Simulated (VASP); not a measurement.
AlSi48H25C3, 77 atoms in the cell. The cell holds a slab with vacuum, 77 atoms: a = 10.862 Å, b = 10.862 Å, c = 23.428 Å, α = 90.00°, β = 90.00°, γ = 90.00°. 

| Quantity | Value |
| --- | --- |
| Program | VASP 6.6.1 |
| Task | single point |
| Functional | LDA |
| Potentials or basis | VASP PAW LDA potentials, release 64 (Si, H, Al, C) |
| Cutoff | 520 eV |
| k mesh | 1 × 1 × 1 |
| Occupations | gaussian, width 0.03 eV |
| Spin | no spin polarisation |
| Dipole correction | no |
| Further INCAR settings | LREAL = Auto; ALGO = Normal; EDIFF = 1e-06; NBANDS = 160; NELMDL = -8 |

Potentials or basis: VASP PAW LDA potentials, release 64 (Si, H, Al, C).

Command:

```console
$ cat potpaw_LDA.64/Si/POTCAR potpaw_LDA.64/H/POTCAR potpaw_LDA.64/Al/POTCAR potpaw_LDA.64/C/POTCAR > POTCAR
$ mpirun -np 1 vasp_gam > vasp.out
```

Hardware: 1 thread of Intel Xeon 8259CL (shared host).

**Question.** Estimate the wall time of this run.

**Answer.** Run time: 41 min on 1 thread of Intel Xeon 8259CL (shared host), peak memory 1.5 GiB. Counts: scf iterations 32, k points 1.
